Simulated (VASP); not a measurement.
Write the native input for VASP 6.6.1 that does the following.

- Task: single point
- Functional: PBEsol
- Dispersion: D3(BJ)
- Potentials or basis: VASP PAW PBE potentials, release 64 (W_sv, Se)
- Cutoff: 520 eV
- k mesh: 12 × 12 × 4
- Occupations: gaussian, width 0.05 eV
- Spin: no spin polarisation
- Dipole correction: no
- Further INCAR settings: ALGO = Normal; EDIFF = 1e-06; NBANDS = 35

The structure of WSe2 lies in POSCAR:

```
WSe2
1.0
    3.2627603397      0.0000000000      0.0000000000
   -1.6313801698      2.8256333407      0.0000000000
    0.0000000000      0.0000000000     12.4145017028
W Se
2 4
Direct
    0.3333333333      0.6666666667      0.2500000000
    0.6666666667      0.3333333333      0.7500000000
    0.3333333333      0.6666666667      0.6145805872
    0.6666666667      0.3333333333      0.1145805872
    0.3333333333      0.6666666667      0.8854194128
    0.6666666667      0.3333333333      0.3854194128
```

This cell differs from its parent crystal: strain +0.0100 x Voigt [1, 1, 0, 0, 0, 0].

The input as run:

INCAR

```
PREC = Accurate
ENCUT = 520
EDIFF = 1E-6
ISMEAR = 0
SIGMA = 0.05
LREAL = False
LASPH = True
NELM = 100
ALGO = Normal
ISIF = 2
LWAVE = False
LCHARG = False
GGA = PS
IVDW = 12
NBANDS = 35
```

KPOINTS

```
regular mesh
0
Gamma
  12 12 4
```

Potentials or basis: VASP PAW PBE potentials, release 64 (W_sv, Se).

Launch:

```console
$ cat potpaw_PBE.64/W_sv/POTCAR potpaw_PBE.64/Se/POTCAR > POTCAR
$ mpirun -np 1 vasp_std > vasp.out
```

Results of the run:

```json
{"Pressure": "-2.4 GPa", "Largest force": "0.157 eV/Å", "Band gap on the k mesh": "0.70 eV (least direct gap 1.56 eV)", "Dispersion energy per atom": "-0.467 eV"}
```

Caveat: the cell differs from its parent crystal (strain +0.0100 x Voigt [1, 1, 0, 0, 0, 0]); the PAW data sets were made with another functional, which shifts forces and pressure a little; spin-orbit coupling is left out, which moves the levels of the heavy elements.

Run time: 3.4 min on 1 thread of Intel Xeon 8259CL, with other jobs on the host, peak memory 0.36 GiB.
